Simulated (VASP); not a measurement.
A run of VASP 6.6.1 is set up as follows.

Contents of INCAR:

```
SYSTEM = Zr
  PREC = Accurate
  ENCUT = 520
  EDIFF = 1E-6
  ISMEAR = 0
  SIGMA = 0.1
  LREAL = .False.
  LASPH = .True.
  NELM = 80
  ALGO = Normal
  ISIF = 2
  LWAVE = .False.
  LCHARG = .False.
  GGA = PE
  NBANDS = 19
```

File KPOINTS:

```
regular mesh
0
Gamma
  6 6 4
  0 0 0
```

POSCAR

```
Zr
1.0
    3.2221213311      0.0000000000      0.0000000000
   -1.6110606655      2.7904389269      0.0000000000
    0.0000000000      0.0000000000      5.1950311163
Zr
2
Direct
    0.3333333333      0.6666666667      0.2500000000
    0.6666666667      0.3333333333      0.7500000000
```

Potentials or basis: VASP PAW PBE potentials, release 64 (Zr_sv).

Run with:

```bash
$ cat potpaw_PBE.64/Zr_sv/POTCAR > POTCAR
$ mpirun -np 1 vasp_std > vasp.out
```

Q: Predict the band gap on the k mesh.

A: Zero (bands 12 and 13 overlap by 0.92 eV).

Q: What does it give for the pressure?

A: 0.0 GPa.

Caveat: the k points lie up to 0.38 Å⁻¹ apart, too coarse for converged energies and pressures of a metal.
